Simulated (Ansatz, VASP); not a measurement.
## Ag: VASP beside Ansatz

File INCAR:

```
PREC     = Accurate       # precision mode
ENCUT    = 600            # plane-wave cutoff, eV
EDIFF    = 1E-6           # SCF threshold, eV
ISMEAR   = 1              # smearing method
SIGMA    = 0.05           # smearing width, eV
LREAL    = F              # projectors in reciprocal space
LASPH    = T              # aspherical terms in the spheres
NELM     = 80             # most SCF steps
ALGO     = Normal         # electronic algorithm
ISIF     = 3              # what is computed and relaxed
LWAVE    = F              # write WAVECAR
LCHARG   = F              # write CHGCAR
GGA      = PE             # functional
IVDW     = 12             # dispersion correction
IBRION   = 2              # ionic algorithm
NSW      = 100            # ionic steps
EDIFFG   = -0.01          # ionic threshold
```

File KPOINTS:

```
Automatic mesh
0
Gamma
  13 13 13
```

File POSCAR:

```
Ag
1.0
    2.8888850000      0.0000000000      0.0000000000
    1.4444425000      2.5018477986      0.0000000000
    1.4444425000      0.8339492662      2.3587647252
Ag
1
Direct
    0.0000000000      0.0000000000      0.0000000000
```

Input for Ansatz:

```yaml
crystal:
  lattice:
    a: 2.888885
    b: 2.888885
    c: 2.888885
    alpha: 60.0
    beta: 60.0
    gamma: 60.0
  atoms:
    - { symbol: Ag, position: [0.0, 0.0, 0.0] }
kpoints:
  mp_grid:
    grid: [13, 13, 13]
hamiltonian:
  xc: pbe
  dispersion: d3bj
scf:
  occupations:
    method: cold
    width: 0.05
relax:
  f_tol: 0.01
  max_steps: 100
  cell: {}
```

Alike in both runs: task relaxation of cell and atoms; functional PBE; dispersion D3(BJ); k mesh 13 × 13 × 13; no spin polarisation.

|  | VASP | Ansatz |
| --- | --- | --- |
| version | VASP 6.6.1 | Ansatz 0.2.0 |
| potentials or method | VASP PAW PBE potentials, release 64 (Ag) | plane waves, PAW |
| plane-wave cutoff (eV) | 600 | 420 |
| occupations | methfessel-paxton of order 1, width 0.05 eV | cold, width 0.05 eV |
| valence electrons in the cell | 11 | 19 |

```tsv
	VASP	Ansatz	Ansatz less VASP
relaxed volume (Å³/atom)	16.82	16.86	+0.034
relaxed cell length with the largest relative difference (Å)	2.876	2.878	+0.0020
```

VASP's potentials hold 11 valence electrons a cell and Ansatz's 19, so a difference there can come from the potentials and not from the codes.
